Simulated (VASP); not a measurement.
# MnS (F-43m) in VASP: a series of runs

MnS is run at these levels: r2SCAN; tasks: single point.

Everything below comes from runs of VASP 6.6.1. Logs are shortened: lines on timing, memory, paths and dates and some standing lists are left out, and cuts for length are marked.

**1. The cell of the first run**

Symmetry: F-43m, No. 216, cubic system. The conventional cell has a = 5.647 Å, b = 5.647 Å, c = 5.647 Å, α = 90.00°, β = 90.00°, γ = 90.00°. Mn (site symmetry -43m) has 4 S at 2.45 Å within 3.2 Å. Within 3.2 Å of S (site symmetry -43m) lie 4 Mn at 2.45 Å.

**2. Single point, r2SCAN, collinear spin, ferromagnetic start**

Input file POSCAR:

```
MnS
1.0
    0.0000000000      2.8233573899      2.8233573899
    2.8233573899      0.0000000000      2.8233573899
    2.8233573899      2.8233573899      0.0000000000
Mn S
1 1
Direct
    0.0000000000      0.0000000000      0.0000000000
    0.7500000000      0.7500000000      0.7500000000
```

Input file INCAR.step1:

```
SYSTEM = MnS
PREC = Accurate
ENCUT = 520
ISMEAR = 0
SIGMA = 0.02
LREAL = .False.
LASPH = .True.
NELM = 150
ISPIN = 2
MAGMOM = 4.73 0.12
LMAXMIX = 4
NBANDS = 20
GGA = PE
ALGO = Normal
EDIFF = 1E-4
LWAVE = .True.
LCHARG = .False.
```

Input file INCAR.step2:

```
SYSTEM = MnS
PREC = Accurate
ENCUT = 520
EDIFF = 1E-6
ISMEAR = 0
SIGMA = 0.02
LREAL = .False.
LASPH = .True.
NELM = 150
ALGO = Normal
ISIF = 2
LWAVE = .False.
LCHARG = .True.
ISPIN = 2
MAGMOM = 4.73 0.12
LORBIT = 11
LMAXMIX = 4
METAGGA = R2SCAN
LMIXTAU = .True.
LELF = .True.
LVHAR = .True.
NBANDS = 20
ISTART = 1
```

Input file KPOINTS:

```
regular mesh
0
Gamma
  12 12 12
  0 0 0
```

Potentials or basis: VASP PAW PBE potentials, release 64 (Mn_pv, S).

The run is started by

```sh
$ cat potpaw_PBE.64/Mn_pv/POTCAR potpaw_PBE.64/S/POTCAR > POTCAR
$ cp INCAR.step1 INCAR
$ mpirun -np 1 vasp_std > vasp.out
$ cp INCAR.step2 INCAR
$ mpirun -np 1 vasp_std > vasp.out
```

OUTCAR:

```text
SYSTEM = MnS
   PREC = Accurate
   ENCUT = 520
   EDIFF = 1E-6
   ISMEAR = 0
   LREAL = .False.
   LASPH = .True.
   NELM = 150
   ISIF = 2
   ISPIN = 2
   LORBIT = 11
   METAGGA = R2SCAN
   ISTART = 1

 ion  position               nearest neighbor table
   1  0.000  0.000  0.000-   2 2.45   2 2.45   2 2.45   2 2.45
   2  0.750  0.750  0.750-   1 2.45   1 2.45   1 2.45   1 2.45

  LATTYP: Found a face centered cubic cell.
 ALAT       =     5.6467147798

  Lattice vectors:

 A1 = (   0.0000000000,   2.8233573899,   2.8233573899)
 A2 = (   2.8233573899,   0.0000000000,   2.8233573899)
 A3 = (   2.8233573899,   2.8233573899,   0.0000000000)

Analysis of symmetry for initial positions (statically):
=====================================================================
 Subroutine PRICEL returns:
 Original cell was already a primitive cell.

 Routine SETGRP: Setting up the symmetry group for a
 face centered cubic supercell.

 Subroutine GETGRP returns: Found 24 space group operations
 (whereof 24 operations were pure point group operations)
 out of a pool of 48 trial point group operations.

The static configuration has the point symmetry T_d .

Analysis of symmetry for dynamics (positions and initial velocities):
=====================================================================
 Subroutine PRICEL returns:
 Original cell was already a primitive cell.

 Routine SETGRP: Setting up the symmetry group for a
 face centered cubic supercell.

 Subroutine GETGRP returns: Found 24 space group operations
 (whereof 24 operations were pure point group operations)
 out of a pool of 48 trial point group operations.

The dynamic configuration has the point symmetry T_d .

Analysis of structural, dynamic, and magnetic symmetry:
=====================================================================
 Subroutine PRICEL returns:
 Original cell was already a primitive cell.

 Routine SETGRP: Setting up the symmetry group for a
 face centered cubic supercell.

 Subroutine GETGRP returns: Found 24 space group operations
 (whereof 24 operations were pure point group operations)
 out of a pool of 48 trial point group operations.

The overall configuration has the point symmetry T_d .

 Subroutine INISYM returns: Found 24 space group operations
 (whereof 24 operations are pure point group operations),
 and found     1 'primitive' translations

----------------------------------------------------------------------------------------

                                     Primitive cell

  volume of cell :      45.0119

  direct lattice vectors                    reciprocal lattice vectors
     0.000000000  2.823357390  2.823357390    -0.177094123  0.177094123  0.177094123
     2.823357390  0.000000000  2.823357390     0.177094123 -0.177094123  0.177094123
     2.823357390  2.823357390  0.000000000     0.177094123  0.177094123 -0.177094123

  length of vectors
     3.992830312  3.992830312  3.992830312     0.306736018  0.306736018  0.306736018

  position of ions in fractional coordinates (direct lattice)
     0.000000000  0.000000000  0.000000000
     0.750000000  0.750000000  0.750000000

  ion indices of the primitive-cell ions
   primitive index   ion index
                 1           1
                 2           2

----------------------------------------------------------------------------------------

 KPOINTS: regular mesh

Automatic generation of k-mesh.
 Grid dimensions read from file:
 generate k-points for:   12   12   12

 Generating k-lattice:

  Cartesian coordinates                     Fractional coordinates (reciprocal lattice)
    -0.014757844  0.014757844  0.014757844     0.083333333  0.000000000  0.000000000
     0.014757844 -0.014757844  0.014757844     0.000000000  0.083333333  0.000000000
     0.014757844  0.014757844 -0.014757844     0.000000000  0.000000000  0.083333333

  Length of vectors
     0.025561335  0.025561335  0.025561335

  Shift w.r.t. Gamma in fractional coordinates (k-lattice)
     0.000000000  0.000000000  0.000000000

 Subroutine IBZKPT returns following result:
 ===========================================

 Found     72 irreducible k-points:

 Following reciprocal coordinates:
            Coordinates               Weight
  0.000000  0.000000  0.000000      1.000000
  0.083333  0.000000  0.000000      8.000000
  0.166667  0.000000  0.000000      8.000000
  0.250000  0.000000  0.000000      8.000000
  0.333333  0.000000  0.000000      8.000000
  0.416667  0.000000  0.000000      8.000000
[... 16 lines left out ...]
  0.500000  0.166667  0.000000     24.000000
 -0.416667  0.166667  0.000000     24.000000
 [... further k-points ...]
   k-points           NKPTS =     72   k-points in BZ     NKDIM =     72   number of bands    NBANDS=     20
   number of dos      NEDOS =    301   number of ions     NIONS =      2
   total plane-waves  NPLWV =  27000
   dimension x,y,z NGX =    30 NGY =   30 NGZ =   30
   dimension x,y,z NGXF=    60 NGYF=   60 NGZF=   60
   ions per type =               1   1
   NGX,Y,Z   is equivalent  to a cutoff of  12.49, 12.49, 12.49 a.u.
   NGXF,Y,Z  is equivalent  to a cutoff of  24.98, 24.98, 24.98 a.u.
 SYSTEM =  MnS
   PREC   = accura    normal or accurate (medium, high low for compatibility)
   ISTART =      1    job   : 0-new  1-cont  2-samecut
   ICHARG =      0    charge: 1-file 2-atom 10-const
   ISPIN  =      2    spin polarized calculation?
   LNONCOLLINEAR =      F non collinear calculations
   LSORBIT =      F    spin-orbit coupling
   LASPH  =      T    aspherical Exc in radial PAW
   ENCUT  =  520.0 eV  38.22 Ry    6.18 a.u.   7.42  7.42  7.42*2*pi/ulx,y,z
   NELM   =    150;   NELMIN=  2; NELMDL=  0     # of ELM steps
   EDIFF  = 0.1E-05   stopping-criterion for ELM
   LREAL  =      F    real-space projection
   EDIFFG = 0.1E-04   stopping-criterion for IOM
   NSW    =      0    number of steps for IOM
   IBRION =     -1    ionic relax: 0-MD 1-quasi-New 2-CG
   NFREE  =      0    steps in history (QN), initial steepest desc. (CG)
   ISIF   =      2    stress and relaxation
   ISYM   =      2    0-nonsym 1-usesym 2-fastsym
   POTIM  = 0.5000    time-step for ionic-motion
   TEBEG  =    0.0;   TEEND  =   0.0 temperature during run
   PSTRESS=    0.0 pullay stress
   NELECT =      19.0000    total number of electrons
   NUPDOWN=      -1.0000    fix difference up-down
   EMIN   =  10.00;   EMAX   =-10.00  energy-range for DOS
   EFERMI =   0.00;   METHOD = LEGACY
   ISMEAR =     0;   SIGMA  =   0.02  broadening in eV -4-tet -1-fermi 0-gaus
   EFERMI_NEDOS =   21; number of points for ismear=-14 and -15
   IALGO  =     38    algorithm
   IMIX   =      4    mixing-type and parameters
     AMIX     =   0.40;   BMIX     =  1.00
     AMIX_MAG =   1.60;   BMIX_MAG =  1.00
  volume/ion in A,a.u.               =      22.51       151.88
  Fermi-wavevector in a.u.,A,eV,Ry     =   1.228052  2.320682 20.519114  1.508112
  Thomas-Fermi vector in A             =   2.362992
   LORBIT       =     11    0 simple, 1 ext, 2 COOP (PROOUT), +10 PAW based schemes
   METAGGA = R2SCAN    functional components
   LHFCALC =     F    Hartree Fock is set to
   AEXX    =    0.0000 exact exchange contribution
   IVDW    =     0    specifies the selected vdW correction
   LEPSILON=     F    determine dielectric tensor
   LRPA    =     F    only Hartree local field effects (RPA)
 spin polarized calculation
 Gauss-broadening in eV      SIGMA  =   0.02
  energy-cutoff  :      520.00
  volume of cell :       45.01
 maximum number of plane-waves:      1243
 NGX is ok and might be reduce to    30
   NGX = 15   NGY = 15   NGZ = 15

 number of electron      18.9999993 magnetization       5.0000063

 Free energy of the ion-electron system (eV)
  ---------------------------------------------------
  ext. energy  EPLUGINS =         0.00000000
  ---------------------------------------------------
  free energy    TOTEN  =       -24.88062038 eV

  energy without entropy =      -24.88062038  energy(sigma->0) =      -24.88062038

 E-fermi :   4.2012     XC(G=0):  -9.7468

 val. band max:        4.1132185767   @ k =   0.0000   0.0000   0.0000
 cond. band min:       4.8421469030   @ k =   0.5000   0.5000   0.0000
 fundamental gap:      0.7289283264
 Fermi energy:         4.2012189107

 spin component 1

 k-point     1 :       0.0000    0.0000    0.0000
  band No.  band energies     occupation
      1     -48.9771      1.00000
      2     -48.9771      1.00000
      3     -48.9770      1.00000
      4     -10.1932      1.00000
      5      -1.0517      1.00000
      6      -1.0517      1.00000
[... 12 lines left out ...]
     19      16.4201      0.00000
     20      17.2067      0.00000
[... 507 lines left out ...]
 k-point    24 :      -0.4167    0.1667    0.0000
  band No.  band energies     occupation
      1     -48.9797      1.00000
      2     -48.9781      1.00000
      3     -48.9776      1.00000
      4      -9.4692      1.00000
      5      -1.4509      1.00000
      6      -0.9210      1.00000
[... 12 lines left out ...]
     19      16.8405      0.00000
     20      18.4646      0.00000

 [... further k-points ...]

 spin component 2

 k-point     1 :       0.0000    0.0000    0.0000
  band No.  band energies     occupation
      1     -42.7714      1.00000
      2     -42.7713      1.00000
      3     -42.7713      1.00000
      4      -9.8796      1.00000
      5       0.9537      1.00000
      6       0.9537      1.00000
[... 12 lines left out ...]
     19      17.7329      0.00000
     20      18.4162      0.00000
[... 507 lines left out ...]
 k-point    24 :      -0.4167    0.1667    0.0000
  band No.  band energies     occupation
      1     -42.7759      1.00000
      2     -42.7730      1.00000
      3     -42.7723      1.00000
      4      -9.1804      1.00000
      5      -0.8036      1.00000
      6       0.5550      1.00000
[... 12 lines left out ...]
     19      17.8401      0.00000
     20      19.6586      0.00000

 [... further k-points ...]

------------------------ aborting loop because EDIFF is reached ----------------------------------------

  FORCE on cell =-STRESS in cart. coord.  units (eV):
  Direction    XX          YY          ZZ          XY          YZ          ZX
  --------------------------------------------------------------------------------------
  -------------------------------------------------------------------------------------
  Total        0.0184289      0.0184289      0.0184289      0.0000000      0.0000000     -0.0000000
  in kB        0.6559685      0.6559685      0.6559685      0.0000000      0.0000000     -0.0000000
  external PRESSURE =       0.6559685 kB  Pullay stress =       0.0000000 kB

 VOLUME and BASIS-vectors are now :
 -----------------------------------------------------------------------------
  energy-cutoff  :      520.00
  volume of cell :       45.01
      direct lattice vectors                 reciprocal lattice vectors
     0.000000000  2.823357390  2.823357390    -0.177094123  0.177094123  0.177094123
     2.823357390  0.000000000  2.823357390     0.177094123 -0.177094123  0.177094123
     2.823357390  2.823357390  0.000000000     0.177094123  0.177094123 -0.177094123

 POSITION                                       TOTAL-FORCE (eV/Angst)
 -----------------------------------------------------------------------------------
      0.00000      0.00000      0.00000         0.000000      0.000000      0.000000
      4.23504      4.23504      4.23504        -0.000000     -0.000000     -0.000000
 -----------------------------------------------------------------------------------
    total drift:                               -0.000009     -0.000009     -0.000009

  FREE ENERGIE OF THE ION-ELECTRON SYSTEM (eV)
  ---------------------------------------------------
  free  energy   TOTEN  =       -24.8806203845 eV

  energy  without entropy=      -24.8806203845  energy(sigma->0) =      -24.88062038

 total charge

# of ion       s       p       d       tot
------------------------------------------
    1        0.266   6.202   4.872  11.340
    2        1.302   2.487   0.000   3.789
--------------------------------------------------
tot          1.568   8.689   4.872  15.129

 magnetization (x)

# of ion       s       p       d       tot
------------------------------------------
    1        0.048   0.061   4.366   4.476
    2        0.013   0.059   0.000   0.072
--------------------------------------------------
tot          0.061   0.120   4.366   4.548
```

It took 7.2 min on 1 thread of Intel Xeon Platinum 8259CL at 2.50GHz (Skylake/Cascade Lake), shared host; peak memory 0.25 GiB.

Results:

```yaml
Free_energy: -24.8806 eV
Pressure: 0.1 GPa
Band_gap_on_the_k_mesh: 0.73 eV (least direct gap 1.23 eV)
Net_moment: 5.00 μB per cell
Site_moments: Mn +4.48; S +0.07 μB
Valence_electrons_inside_the_program's_atomic_spheres: Mn 11.34; S 3.79
```

Levels at points of the mesh, in eV from the valence-band top:
Spin up:
| k point | band 8 | band 9 | band 10 | band 11 | band 12 | band 13 | band 14 | band 15 | band 16 | band 17 |
| --- | --- | --- | --- | --- | --- | --- | --- | --- | --- | --- |
| (0.00, 0.00, 0.00) | -3.64 | -3.64 | 0.00 | 0.00 | 0.00 | 1.23 | 6.22 | 6.22 | 6.22 | 11.05 |
| (0.50, 0.00, 0.00) | -3.55 | -3.55 | -3.35 | -1.00 | -1.00 | 3.21 | 6.59 | 6.59 | 7.18 | 11.34 |
| (0.50, 0.50, 0.00) | -3.59 | -3.45 | -3.06 | -2.43 | -2.43 | 2.93 | 4.52 | 9.49 | 11.19 | 11.19 |
Spin down:
```csv
k point,band 5,band 6,band 7,band 8,band 9,band 10
"(0.00, 0.00, 0.00)",-3.16,-3.16,-3.16,1.86,1.86,2.51
"(0.50, 0.00, 0.00)",-5.14,-3.12,-3.12,1.86,2.00,2.00
"(0.50, 0.50, 0.00)",-5.02,-3.32,-3.32,0.73,1.78,2.33
```

Caveat: semilocal functionals underestimate gaps, and a narrow one can read as zero; the PAW data sets were made with another functional, which shifts forces and pressure a little; a cell with one magnetic atom can't hold antiferromagnetic order, which such compounds often take.

**3. Single point, r2SCAN, collinear spin, ferromagnetic start (19.81 Å³/atom)**

This run uses another cell than the first one, of 19.81 Å³/atom.

Input file POSCAR:

```
MnS
1.0
    0.0000000000      2.7055780572      2.7055780572
    2.7055780572      0.0000000000      2.7055780572
    2.7055780572      2.7055780572      0.0000000000
Mn S
1 1
Direct
    0.0000000000      0.0000000000      0.0000000000
    0.2500000000      0.2500000000      0.2500000000
```

Input file INCAR.step1:

```
PREC     = Accurate       # precision mode
ENCUT    = 520            # plane-wave cutoff, eV
ISMEAR   = 0              # smearing method
SIGMA    = 0.02           # smearing width, eV
LREAL    = F              # projectors in reciprocal space
LASPH    = T              # aspherical terms in the spheres
NELM     = 150            # most SCF steps
ISPIN    = 2              # spin polarisation
MAGMOM   = 4.76 0.12      # initial moments
LMAXMIX  = 4              # l up to which the mixer works
NBANDS   = 20             # bands
GGA      = PE             # functional
ALGO     = Normal         # electronic algorithm
EDIFF    = 1E-4           # SCF threshold, eV
LWAVE    = T              # write WAVECAR
LCHARG   = F              # write CHGCAR
```

Input file INCAR.step2:

```
PREC     = Accurate       # precision mode
ENCUT    = 520            # plane-wave cutoff, eV
EDIFF    = 1E-6           # SCF threshold, eV
ISMEAR   = 0              # smearing method
SIGMA    = 0.02           # smearing width, eV
LREAL    = F              # projectors in reciprocal space
LASPH    = T              # aspherical terms in the spheres
NELM     = 150            # most SCF steps
ALGO     = Normal         # electronic algorithm
ISIF     = 2              # what is computed and relaxed
LWAVE    = F              # write WAVECAR
LCHARG   = T              # write CHGCAR
ISPIN    = 2              # spin polarisation
MAGMOM   = 4.76 0.12      # initial moments
LORBIT   = 11             # projections on sites
LMAXMIX  = 4              # l up to which the mixer works
METAGGA  = R2SCAN         # meta-GGA
LMIXTAU  = T            
LELF     = T              # ELF
LVHAR    = T            
NBANDS   = 20             # bands
ISTART   = 1
```

Input file KPOINTS:

```
Automatic mesh
0
Gamma
  12 12 12
```

Potentials or basis: VASP PAW PBE potentials, release 64 (Mn_pv, S).

The run is started by

```sh
$ cat potpaw_PBE.64/Mn_pv/POTCAR potpaw_PBE.64/S/POTCAR > POTCAR
$ cp INCAR.step1 INCAR
$ mpirun -np 1 vasp_std > vasp.out
$ cp INCAR.step2 INCAR
$ mpirun -np 1 vasp_std > vasp.out
```

Wall time 8.8 min (1 thread of Intel Xeon 8259CL, shared host); peak memory 0.24 GiB.

The run converged. Its results:

* Free energy: -24.7129 eV
* Pressure: 10.7 GPa
* Band gap on the k mesh: zero (filled and empty bands overlap)
* Net moment: 4.98 μB per cell
* Site moments: Mn +4.41; S +0.09 μB
* Valence electrons inside the program's atomic spheres: Mn 11.47; S 3.85

Levels at points of the mesh, in eV from the Fermi level:
Spin up:
| k point | band 8 | band 9 | band 10 | band 11 | band 12 | band 13 | band 14 | band 15 | band 16 | band 17 |
| --- | --- | --- | --- | --- | --- | --- | --- | --- | --- | --- |
| (0.00, 0.00, 0.00) | -4.02 | -4.02 | 0.10 | 0.10 | 0.10 | 1.40 | 6.06 | 6.06 | 6.06 | 11.12 |
| (0.50, 0.00, 0.00) | -3.89 | -3.89 | -3.63 | -1.12 | -1.12 | 3.29 | 6.47 | 6.47 | 7.45 | 11.95 |
| (0.50, 0.50, 0.00) | -4.03 | -3.75 | -3.35 | -2.79 | -2.79 | 2.75 | 4.47 | 10.26 | 11.90 | 11.96 |
Spin down:
| k point | band 5 | band 6 | band 7 | band 8 | band 9 | band 10 |
| --- | --- | --- | --- | --- | --- | --- |
| (0.00, 0.00, 0.00) | -3.92 | -3.92 | -3.92 | 1.34 | 1.34 | 2.68 |
| (0.50, 0.00, 0.00) | -6.08 | -3.83 | -3.83 | 1.37 | 1.52 | 1.52 |
| (0.50, 0.50, 0.00) | -5.96 | -3.99 | -3.99 | -0.04 | 1.30 | 1.92 |

Caveat: the cell stands under pressure; the PAW data sets were made with another functional, which shifts forces and pressure a little; a cell with one magnetic atom can't hold antiferromagnetic order, which such compounds often take; semilocal functionals often make such compounds metallic where correlation or magnetic order opens a gap, which also shifts bond lengths. With open d or f shells a metallic result of r2SCAN can be an artefact of self-interaction; +U or a hybrid may open a gap.

(Continued in part 2 of 2.)
